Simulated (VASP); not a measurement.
## HfMoC2: single point with r2SCAN+D3(BJ)

Crystal: HfMoC2.

```
Hf Mo C
1.0
     3.17927    0.00000    0.00000
     0.00000    3.17927    0.00000
     0.00000    0.00000    4.42774
Hf Mo C
1 1 2
Direct
  0.00000 0.00000 0.00000
  0.50000 0.50000 0.50000
  0.50000 0.50000 0.00000
  0.00000 0.00000 0.50000
```

```yaml
Program: VASP 6.6.1
Task: single point
Functional: r2SCAN
Dispersion: D3(BJ)
Potentials_or_basis: VASP PAW PBE potentials, release 64 (Hf_pv, Mo_sv, C)
Cutoff: 520 eV
k_mesh: 8 × 8 × 6
Occupations: fermi-dirac, width 0.05 eV
Spin: no spin polarisation
Dipole_correction: no
Further_INCAR_settings: ALGO = Normal; EDIFF = 1e-06; NBANDS = 24
```

| Property | Result |
| --- | --- |
| Pressure | 0.1 GPa |
| Band gap on the k mesh | zero (band 16 reaches 10.91 eV, above the bottom of band 17 at 8.34 eV) |
| Dispersion energy per atom | -0.197 eV |

Stress tensor (GPa, compression positive):
```
0.02 0.00 0.00
0.00 0.02 0.00
0.00 0.00 0.16
```

Levels at points of the mesh, in eV from the Fermi level:
```
           k point  band 12  band 13  band 14  band 15  band 16  band 17  band 18  band 19  band 20  band 21
(0.00, 0.00, 0.00)    -1.47    -1.47    -1.44    -1.44    -0.47    -0.28    -0.05    -0.05     0.00     0.50
(0.50, 0.00, 0.00)    -5.28    -4.53    -4.06    -3.96    -0.49     1.05     2.29     3.46     3.49     4.50
(0.50, 0.50, 0.00)    -4.04    -4.04    -1.42    -1.25    -1.25    -1.08     1.18     1.50     2.55     4.35
(0.00, 0.00, 0.50)    -3.63    -2.51    -2.51    -1.97    -1.97    -1.36    -0.34     2.24     2.24     3.99
(0.50, 0.00, 0.50)    -5.62    -5.59    -4.80    -4.64     1.11     1.18     1.90     4.86     5.66     5.83
(0.50, 0.50, 0.50)    -4.61    -4.58    -4.57    -4.57     1.20     1.20     1.50     3.48     3.48     3.70
```

It took 2 min on 1 thread of AMD EPYC 9R45 96-Core Processor (Zen 5), on a shared host, peak memory 0.19 GiB.

Caveat: the PAW data sets were made with another functional, which shifts forces and pressure a little; spin-orbit coupling is left out, which moves the levels of the heavy elements; pairwise dispersion overbinds metals, which lowers pressure and volume.
